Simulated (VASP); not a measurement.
# HgTe (Fm-3m) in VASP: further runs

HgTe is run at these levels: LDA, PBE; tasks: vibrations by perturbation theory, elastic constants.

All numbers are computed with VASP 6.6.1; they aren't measurements. Logs are shortened: lines on timing, memory, paths and dates and some standing lists are left out, and cuts for length are marked.

### Step 1. The cell of the first run

It takes space group Fm-3m (No. 225, cubic). Conventional cell: a = 6.360 Å, b = 6.360 Å, c = 6.360 Å, α = 90.00°, β = 90.00°, γ = 90.00°. Within 4.2 Å of Hg (site symmetry m-3m) lie 6 Te at 3.18 Å. Te (site symmetry m-3m) has 6 Hg at 3.18 Å within 4.2 Å.

### Step 2. Vibrations by perturbation theory, LDA

INCAR reads:

```
SYSTEM = HgTe
PREC = Accurate
ENCUT = 520
EDIFF = 1E-8
ISMEAR = -1
SIGMA = 0.05
LREAL = .False.
LASPH = .True.
NELM = 80
ALGO = Normal
ISIF = 2
LWAVE = .False.
LCHARG = .False.
IBRION = 8
NSW = 1
```

KPOINTS reads:

```
regular mesh
0
Gamma
  5 5 5
  0 0 0
```

POSCAR reads:

```
HgTe
1.0
    0.0000000000      3.1800000000      3.1800000000
    3.1800000000      0.0000000000      3.1800000000
    3.1800000000      3.1800000000      0.0000000000
Hg Te
1 1
Direct
    0.0000000000      0.0000000000      0.0000000000
    0.5000000000      0.5000000000      0.5000000000
```

Potentials or basis: VASP PAW LDA potentials, release 64 (Hg, Te).

Run with:

```sh
$ cat potpaw_LDA.64/Hg/POTCAR potpaw_LDA.64/Te/POTCAR > POTCAR
$ mpirun -np 1 vasp_std > vasp.out
```

OUTCAR:

```text
SYSTEM = HgTe
   PREC = Accurate
   ENCUT = 520
   EDIFF = 1E-8
   ISMEAR = -1
   LREAL = .False.
   LASPH = .True.
   NELM = 80
   ISIF = 2
   IBRION = 8
   NSW = 1

 ion  position               nearest neighbor table
   1  0.000  0.000  0.000-   2 3.18   2 3.18   2 3.18   2 3.18   2 3.18   2 3.18
   2  0.500  0.500  0.500-   1 3.18   1 3.18   1 3.18   1 3.18   1 3.18   1 3.18

  LATTYP: Found a face centered cubic cell.
 ALAT       =     6.3600000000

  Lattice vectors:

 A1 = (   0.0000000000,   3.1800000000,   3.1800000000)
 A2 = (   3.1800000000,   0.0000000000,   3.1800000000)
 A3 = (   3.1800000000,   3.1800000000,   0.0000000000)

Analysis of symmetry for initial positions (statically):
=====================================================================
 Subroutine PRICEL returns:
 Original cell was already a primitive cell.

 Routine SETGRP: Setting up the symmetry group for a
 face centered cubic supercell.

 Subroutine GETGRP returns: Found 48 space group operations
 (whereof 48 operations were pure point group operations)
 out of a pool of 48 trial point group operations.

The static configuration has the point symmetry O_h .

Analysis of symmetry for dynamics (positions and initial velocities):
=====================================================================
 Subroutine PRICEL returns:
 Original cell was already a primitive cell.

 Routine SETGRP: Setting up the symmetry group for a
 face centered cubic supercell.

 Subroutine GETGRP returns: Found 48 space group operations
 (whereof 48 operations were pure point group operations)
 out of a pool of 48 trial point group operations.

The dynamic configuration has the point symmetry O_h .

 Subroutine INISYM returns: Found 48 space group operations
 (whereof 48 operations are pure point group operations),
 and found     1 'primitive' translations

----------------------------------------------------------------------------------------

                                     Primitive cell

  volume of cell :      64.3149

  direct lattice vectors                    reciprocal lattice vectors
     0.000000000  3.180000000  3.180000000    -0.157232704  0.157232704  0.157232704
     3.180000000  0.000000000  3.180000000     0.157232704 -0.157232704  0.157232704
     3.180000000  3.180000000  0.000000000     0.157232704  0.157232704 -0.157232704

  length of vectors
     4.497199128  4.497199128  4.497199128     0.272335033  0.272335033  0.272335033

  position of ions in fractional coordinates (direct lattice)
     0.000000000  0.000000000  0.000000000
     0.500000000  0.500000000  0.500000000

  ion indices of the primitive-cell ions
   primitive index   ion index
                 1           1
                 2           2

----------------------------------------------------------------------------------------

 KPOINTS: regular mesh

Automatic generation of k-mesh.
 Grid dimensions read from file:
 generate k-points for:    5    5    5

 Generating k-lattice:

  Cartesian coordinates                     Fractional coordinates (reciprocal lattice)
    -0.031446541  0.031446541  0.031446541     0.200000000  0.000000000  0.000000000
     0.031446541 -0.031446541  0.031446541     0.000000000  0.200000000  0.000000000
     0.031446541  0.031446541 -0.031446541     0.000000000  0.000000000  0.200000000

  Length of vectors
     0.054467007  0.054467007  0.054467007

  Shift w.r.t. Gamma in fractional coordinates (k-lattice)
[... 67 lines left out ...]
   LRPA    =     F    only Hartree local field effects (RPA)
 non-spin polarized calculation
  energy-cutoff  :      520.00
  volume of cell :       64.31
 maximum number of plane-waves:      1759
 NGX is ok and might be reduce to    36
   NGX = 17   NGY = 17   NGZ = 17

--------------------------------------- Ionic step        1  -------------------------------------------

 number of electron      17.9999998 magnetization

 Free energy of the ion-electron system (eV)
  ---------------------------------------------------
  ext. energy  EPLUGINS =         0.00000000
  ---------------------------------------------------
  free energy    TOTEN  =        -4.60199157 eV

  energy without entropy =       -4.58972720  energy(sigma->0) =       -4.59585939

 E-fermi :   2.9814     XC(G=0):  -9.5718

 val. band max:        2.5768486758   @ k =   0.2000   0.0000   0.0000
 cond. band min:       2.9850158289   @ k =   0.4000   0.0000   0.0000
 fundamental gap:      0.4081671531
 Fermi energy:         2.9813600350

 k-point     1 :       0.0000    0.0000    0.0000
  band No.  band energies     occupation
      1      -8.3958      2.00000
      2      -3.3988      2.00000
      3      -3.3988      2.00000
      4      -3.3447      2.00000
      5      -3.3447      2.00000
      6      -3.3447      2.00000
      7       1.3912      2.00000
      8       2.3616      1.99999
      9       2.3616      1.99999
     10       2.3616      1.99999
     11      10.2496      0.00000
     12      10.2496      0.00000
     13      10.2498      0.00000
[... 132 lines left out ...]
      2      -3.5306      2.00000
      3      -3.3766      2.00000
      4      -3.3472      2.00000
      5      -3.1955      2.00000
      6      -3.0707      2.00000
      7      -1.2822      2.00000
      8       0.5904      2.00000
      9       0.9562      2.00000
     10       4.0732      0.00000
     11       7.4795      0.00000
     12       8.9500      0.00000
     13       9.8563      0.00000

------------------------ aborting loop because EDIFF is reached ----------------------------------------

  FORCE on cell =-STRESS in cart. coord.  units (eV):
  Direction    XX          YY          ZZ          XY          YZ          ZX
  --------------------------------------------------------------------------------------
  -------------------------------------------------------------------------------------
  Total       -3.0390478     -3.0390478     -3.0390478     -0.0000000      0.0000000     -0.0000000
  in kB      -75.7071269    -75.7071269    -75.7071269     -0.0000000      0.0000000     -0.0000000
  external PRESSURE =     -75.7071269 kB  Pullay stress =       0.0000000 kB

 VOLUME and BASIS-vectors are now :
 -----------------------------------------------------------------------------
  energy-cutoff  :      520.00
  volume of cell :       64.31
      direct lattice vectors                 reciprocal lattice vectors
     0.000000000  3.180000000  3.180000000    -0.157232704  0.157232704  0.157232704
     3.180000000  0.000000000  3.180000000     0.157232704 -0.157232704  0.157232704
     3.180000000  3.180000000  0.000000000     0.157232704  0.157232704 -0.157232704

 POSITION                                       TOTAL-FORCE (eV/Angst)
 -----------------------------------------------------------------------------------
      0.00000      0.00000      0.00000         0.000000     -0.000000      0.000000
      3.18000      3.18000      3.18000         0.000000      0.000000     -0.000000
 -----------------------------------------------------------------------------------
    total drift:                               -0.000000      0.000000      0.000000

  FREE ENERGIE OF THE ION-ELECTRON SYSTEM (eV)
  ---------------------------------------------------
  free  energy   TOTEN  =        -4.6019915697 eV

  energy  without entropy=       -4.5897272029  energy(sigma->0) =       -4.59585939

[... ionic steps 2 to 3 ...]

--------------------------------------- Ionic step        4  -------------------------------------------

------------------------ aborting loop because EDIFF is reached ----------------------------------------

[... ionic steps 5 to 6 ...]

--------------------------------------- Ionic step        7  -------------------------------------------

 Free energy of the ion-electron system (eV)
  ---------------------------------------------------
  ---------------------------------------------------
  free energy    TOTEN  =        -0.04717100 eV

  energy without entropy =       -0.04717100

------------------------ aborting loop because EDIFF is reached ----------------------------------------

 INTERNAL STRAIN TENSOR  FOR ION    2  DIRECTION 1   (eV/Angst):
 -----------------------------------------------------------------------------
    -0.04556 -0.00000  0.00000
     0.00000  0.03580  0.00000
     0.00000  0.00000  0.03580

 INTERNAL STRAIN TENSOR FOR ION    2 for displacements in x,y,z  (eV/Angst):
          X           Y           Z          XY          YZ          ZX
  --------------------------------------------------------------------------------
  x     0.00000     0.00000     0.00000     0.00000     0.00000     0.00000
  y     0.00000     0.00000     0.00000     0.00000     0.00000     0.00000
  z     0.00000     0.00000     0.00000     0.00000     0.00000     0.00000

 SECOND DERIVATIVES (NOT SYMMETRIZED)
 ------------------------------------
               1X          1Y          1Z          2X          2Y          2Z
  1X    -0.251113    0.000000    0.000000    0.251113    0.000000    0.000000
  1Y     0.000000   -0.251113    0.000000    0.000000    0.251113    0.000000
  1Z     0.000000    0.000000   -0.251113    0.000000    0.000000    0.251113
  2X     0.257127    0.000000    0.000000   -0.257127    0.000000    0.000000
  2Y     0.000000    0.257127    0.000000    0.000000   -0.257127    0.000000
  2Z     0.000000    0.000000    0.257127    0.000000    0.000000   -0.257127

 Eigenvectors and eigenvalues of the dynamical matrix
 ----------------------------------------------------

   1 f  =    0.893575 THz     5.614495 2PiTHz   29.806443 cm-1     3.695526 meV
             X         Y         Z           dx          dy          dz
      0.000000  0.000000  0.000000     0.619030    0.000000   -0.000000
      3.180000  3.180000  3.180000    -0.785368   -0.000000   -0.000000
[... 21 lines left out ...]
   6 f/i=    0.005141 THz     0.032302 2PiTHz    0.171484 cm-1     0.021261 meV
             X         Y         Z           dx          dy          dz
      0.000000  0.000000  0.000000     0.061558    0.386185    0.681083
      3.180000  3.180000  3.180000     0.048520    0.304392    0.536832

--------------------------------------------------------------------------------------------------------

 ELASTIC MODULI CONTR FROM IONIC RELAXATION (kBar)
 Direction    XX          YY          ZZ          XY          YZ          ZX
 --------------------------------------------------------------------------------
 XX           0.0000      0.0000      0.0000      0.0000      0.0000      0.0000
 YY           0.0000      0.0000      0.0000      0.0000      0.0000      0.0000
 ZZ           0.0000      0.0000      0.0000      0.0000      0.0000      0.0000
 XY           0.0000      0.0000      0.0000      0.0000      0.0000      0.0000
 YZ           0.0000      0.0000      0.0000      0.0000      0.0000      0.0000
 ZX           0.0000      0.0000      0.0000      0.0000      0.0000      0.0000
 --------------------------------------------------------------------------------
```

Run time: 26 s. Hardware: 1 thread of Intel Xeon 6975P-C (Granite Rapids), shared host; peak memory 0.22 GiB.

Results:

* Highest phonon frequency at Γ, LO-TO splitting left out: 30 cm⁻¹

Phonon frequencies in cm⁻¹ (negative: imaginary):
```csv
q point,frequencies
"(0.000, 0.000, 0.000)",0 0 0 30 30 30
```

Caveat: the cell stands under pressure or tension, which shifts response properties; spin-orbit coupling is left out, which moves the levels of the heavy elements.

### Step 3. Vibrations by perturbation theory, PBE

INCAR: that of step 2 with these lines changed.

```diff
@@ -8,3 +8,3 @@
 LASPH = .True.
-NELM = 80
+NELM = 100
 ALGO = Normal
@@ -13,2 +13,4 @@
 LCHARG = .False.
+GGA = PE
+NBANDS = 16
 IBRION = 8
```

KPOINTS reads:

```
Automatic mesh
0
Gamma
  5 5 5
  0 0 0
```

POSCAR is that of step 2.

Potentials or basis: VASP PAW PBE potentials, release 64 (Hg, Te).

Run with:

```sh
$ cat potpaw_PBE.64/Hg/POTCAR potpaw_PBE.64/Te/POTCAR > POTCAR
$ mpirun -np 1 vasp_std > vasp.out
```

OUTCAR:

```text
SYSTEM = HgTe
   PREC = Accurate
   ENCUT = 520
   EDIFF = 1E-8
   ISMEAR = -1
   LREAL = .False.
   LASPH = .True.
   NELM = 100
   ISIF = 2
   GGA = PE
   IBRION = 8
   NSW = 1

 ion  position               nearest neighbor table
   1  0.000  0.000  0.000-   2 3.18   2 3.18   2 3.18   2 3.18   2 3.18   2 3.18
   2  0.500  0.500  0.500-   1 3.18   1 3.18   1 3.18   1 3.18   1 3.18   1 3.18

  LATTYP: Found a face centered cubic cell.
 ALAT       =     6.3600000000

  Lattice vectors:
[... 429 lines left out ...]
               1X          1Y          1Z          2X          2Y          2Z
  1X    -0.614161    0.000000    0.000000    0.614161    0.000000    0.000000
  1Y     0.000000   -0.614161    0.000000    0.000000    0.614161    0.000000
  1Z     0.000000    0.000000   -0.614161    0.000000    0.000000    0.614161
  2X     0.620298    0.000000    0.000000   -0.620298    0.000000    0.000000
  2Y     0.000000    0.620298    0.000000    0.000000   -0.620298    0.000000
  2Z     0.000000    0.000000    0.620298    0.000000    0.000000   -0.620298

 Eigenvectors and eigenvalues of the dynamical matrix
 ----------------------------------------------------

   1 f  =    1.391547 THz     8.743348 2PiTHz   46.417012 cm-1     5.754973 meV
             X         Y         Z           dx          dy          dz
      0.000000  0.000000  0.000000     0.620330    0.039914   -0.006193
      3.180000  3.180000  3.180000    -0.781645   -0.050293    0.007803
[... 21 lines left out ...]
   6 f/i=    0.003368 THz     0.021165 2PiTHz    0.112360 cm-1     0.013931 meV
             X         Y         Z           dx          dy          dz
      0.000000  0.000000  0.000000     0.110563   -0.023045    0.775116
      3.180000  3.180000  3.180000     0.087745   -0.018289    0.615148

--------------------------------------------------------------------------------------------------------

 ELASTIC MODULI CONTR FROM IONIC RELAXATION (kBar)
 Direction    XX          YY          ZZ          XY          YZ          ZX
 --------------------------------------------------------------------------------
 XX           0.0000      0.0000      0.0000      0.0000      0.0000      0.0000
 YY           0.0000      0.0000      0.0000      0.0000      0.0000      0.0000
 ZZ           0.0000      0.0000      0.0000      0.0000      0.0000      0.0000
 XY           0.0000      0.0000      0.0000      0.0000      0.0000      0.0000
 YZ           0.0000      0.0000      0.0000      0.0000      0.0000      0.0000
 ZX           0.0000      0.0000      0.0000      0.0000      0.0000      0.0000
 --------------------------------------------------------------------------------
```

OSZICAR:

```text
N       E                     dE             d eps       ncg     rms          rms(c)
DAV:   1     0.104646426137E+03    0.10465E+03   -0.81405E+03   320   0.978E+02
DAV:   2    -0.404837862766E-02   -0.10465E+03   -0.97427E+02   392   0.228E+02
DAV:   3    -0.344840421705E+01   -0.34444E+01   -0.34363E+01   360   0.423E+01
[... 40 lines left out ...]
RMM:   6    -0.463792529453E-01   -0.55432E-05   -0.60165E-08   956   0.150E-03    0.501E-04
RMM:   7    -0.463807809595E-01   -0.15280E-05   -0.14181E-08   909   0.343E-04    0.110E-04
RMM:   8    -0.463809762229E-01   -0.19526E-06   -0.52104E-09   972   0.140E-04    0.398E-05
RMM:   9    -0.463807812438E-01    0.19498E-06   -0.38951E-09   978   0.367E-05    0.591E-06
RMM:  10    -0.463808082101E-01   -0.26966E-07   -0.11758E-08   914   0.102E-05    0.302E-06
RMM:  11    -0.463808067510E-01    0.14592E-08   -0.10619E-08   866   0.330E-06    0.124E-06
 Linear response finished
```

stdout:

```text
POSCAR found type information on POSCAR HgTe
 POSCAR found :  2 types and       2 ions
 scaLAPACK will be used
 LDA part: xc-table for (Slater+PW92), standard interpolation
 POSCAR, INCAR and KPOINTS ok, starting setup
 FFT: planning ... GRIDC
 FFT: planning ... GRID_SOFT
 FFT: planning ... GRID
 WAVECAR not read
 entering main loop
 Linear response reoptimize wavefunctions to high precision
 Linear response DOF=           2
 Linear response progress:
 first order change of Fermi-energy  -0.30919E-03
 force on displaced ion       1 direction 1 :  -0.614   0.000   0.000
 Linear response progress:
 first order change of Fermi-energy   0.11932E-02
 force on displaced ion       2 direction 1 :  -0.620   0.000   0.000
 Linear response finished
```

It took 43 s on 1 thread of Intel Xeon 6975P-C (Granite Rapids), shared host; peak memory 0.26 GiB.

Results:

| Property | Result |
| --- | --- |
| Highest phonon frequency at Γ, LO-TO splitting left out | 46 cm⁻¹ |

Phonon frequencies in cm⁻¹ (negative: imaginary):
| q point | frequencies |
| --- | --- |
| (0.000, 0.000, 0.000) | 0 0 0 46 46 46 |

Caveat: the cell stands under pressure or tension, which shifts response properties; spin-orbit coupling is left out, which moves the levels of the heavy elements.

### Step 4. Elastic constants, LDA

INCAR reads:

```
PREC = Accurate
ENCUT = 600
EDIFF = 1E-8
ISMEAR = -1
SIGMA = 0.05
LREAL = F
LASPH = T
NELM = 60
ALGO = Normal
ISIF = 3
LWAVE = F
LCHARG = F
GGA = CA
IBRION = 6
NFREE = 2
POTIM = 0.015
NSW = 1
```

KPOINTS reads:

```
Automatic mesh
0
Gamma
  5 5 5
```

POSCAR is that of step 3.

Potentials or basis: VASP PAW LDA potentials, release 64 (Hg, Te).

Run with:

```sh
$ cat potpaw_LDA.64/Hg/POTCAR potpaw_LDA.64/Te/POTCAR > POTCAR
$ mpirun -np 1 vasp_std > vasp.out
```

Run time: 1.8 min. Hardware: 1 thread of Intel Xeon 6975P-C (Granite Rapids), shared host; peak memory 0.22 GiB.

The run converged. Its results:

| Quantity | Value |
| --- | --- |
| Elastic constants C11, C12, C44 | 26, 27, 13 GPa |
| Voigt bulk modulus | 27 GPa |
| Highest phonon frequency at Γ, LO-TO splitting left out | 30 cm⁻¹ |

Phonon frequencies in cm⁻¹ (negative: imaginary):
| q point | frequencies |
| --- | --- |
| (0.000, 0.000, 0.000) | 0 0 0 30 30 30 |

Elastic tensor in Voigt notation (GPa, in the Cartesian axes of the cell as first typed):
```
26 27 27  0  0  0
27 26 27  0  0  0
27 27 26  0  0  0
 0  0  0 13  0  0
 0  0  0  0 13  0
 0  0  0  0  0 13
```

Clamped-ion elastic tensor (GPa):
```
26 27 27  0  0  0
27 26 27  0  0  0
27 27 26  0  0  0
 0  0  0 13  0  0
 0  0  0  0 13  0
 0  0  0  0  0 13
```

Caveat: the cell is under stress, which shifts elastic constants; the elastic tensor has a negative eigenvalue, so either the cell is unstable as it stands or the mesh is too thin; spin-orbit coupling is left out, which moves the levels of the heavy elements.

(Continued in part 2 of 2.)
